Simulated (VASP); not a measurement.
Crystal: AgI.

```
Ag I
1.0
     0.00000    3.31449    3.31449
     3.31449    0.00000    3.31449
     3.31449    3.31449    0.00000
Ag I
1 1
Direct
  0.00000 0.00000 0.00000
  0.75000 0.75000 0.75000
```

| Property | Result |
| --- | --- |
| Program | VASP 6.6.1 |
| Task | relaxation of cell and atoms |
| Functional | r2SCAN |
| Potentials or basis | VASP PAW PBE potentials, release 64 (Ag, I) |
| Cutoff | 550 eV |
| k mesh | 6 × 6 × 6 |
| Occupations | fermi-dirac, width 0.02 eV |
| Spin | no spin polarisation |

At the start: pressure -0.7 GPa; volume 36.41 Å³/atom.

Question: Where does the relaxation end?

Answer: Over 3 steps the energy falls by 2.4 meV/atom and the volume is 35.43 Å³/atom (-2.7 %); space group F-43m (No. 216, to 0.1 Å) before and after.

Step by step:
```tsv
step	energy change (eV)	largest force (eV/Å)	pressure (GPa)	volume (Å³)
1	0.0000	0.0000	-0.75	72.83
2	-0.0047	0.0000	-0.08	71.05
3	-0.0048	0.0000	0.00	70.87
```

Final structure:
```xyz
2
Lattice="0.0000 3.2845 3.2845 3.2845 0.0000 3.2845 3.2845 3.2845 0.0000" Properties=species:S:1:pos:R:3 pbc="T T T"
Ag    0.0000    0.0000    0.0000
I     4.9268    4.9268    4.9268
```

Caveat: the PAW data sets were made with another functional, which shifts forces and pressure a little.
